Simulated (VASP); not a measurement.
Write the native input for VASP 6.6.1 that does the following.

```
Task                   : relaxation of cell and atoms
Functional             : PBE
Potentials or basis    : VASP PAW PBE potentials, release 64 (Cu)
Cutoff                 : 600 eV
k mesh                 : 18 × 18 × 10
Occupations            : gaussian, width 0.05 eV
Spin                   : no spin polarisation
Dipole correction      : no
Further INCAR settings : ALGO = Normal; EDIFF = 1e-06; IBRION = 2; EDIFFG = -0.01; NSW = 80; ISIF = 3
```

The structure of Cu lies in POSCAR:

```
Cu
1.0
    2.5524804075      0.0000000000      0.0000000000
   -1.2762402038      2.2105128756      0.0000000000
    0.0000000000      0.0000000000      4.1690513323
Cu
2
Direct
    0.3333333333      0.6666666667      0.7500000000
    0.6666666667      0.3333333333      0.2500000000
```

These files were run (other wordings do the same):

INCAR

```
SYSTEM = Cu
  PREC = Accurate
  ENCUT = 600
  EDIFF = 1E-6
  ISMEAR = 0
  SIGMA = 0.05
  LREAL = .FALSE.
  LASPH = .TRUE.
  NELM = 80
  ALGO = Normal
  ISIF = 3
  LWAVE = .FALSE.
  LCHARG = .FALSE.
  GGA = PE
  IBRION = 2
  NSW = 80
  EDIFFG = -0.01
```

KPOINTS

```
Automatic mesh
0
G
  18 18 10
  0 0 0
```

Potentials or basis: VASP PAW PBE potentials, release 64 (Cu).

Command:

```bash
$ cat potpaw_PBE.64/Cu/POTCAR > POTCAR
$ mpirun -np 1 vasp_std > vasp.out
```

It gave:

```yaml
Relaxed_volume: 12.02 Å³/atom
Relaxed_cell: a = 2.571 Å, b = 2.571 Å, c = 4.198 Å, α = 90.00°, β = 90.00°, γ = 120.00°
Space_group_after_relaxing_to_0.05_Å: P6_3/mmc (No. 194)
Energy_gained_by_relaxing: 2.6 meV/atom
Ionic_steps: 3
Pressure_after_relaxing: 0.1 GPa
Band_gap_on_the_k_mesh: zero (band 11 reaches 11.38 eV, above the bottom of band 12 at 5.44 eV)
```

Wall time 5 min on 1 thread of AMD EPYC 7R13 (shared host), peak memory 0.18 GiB.
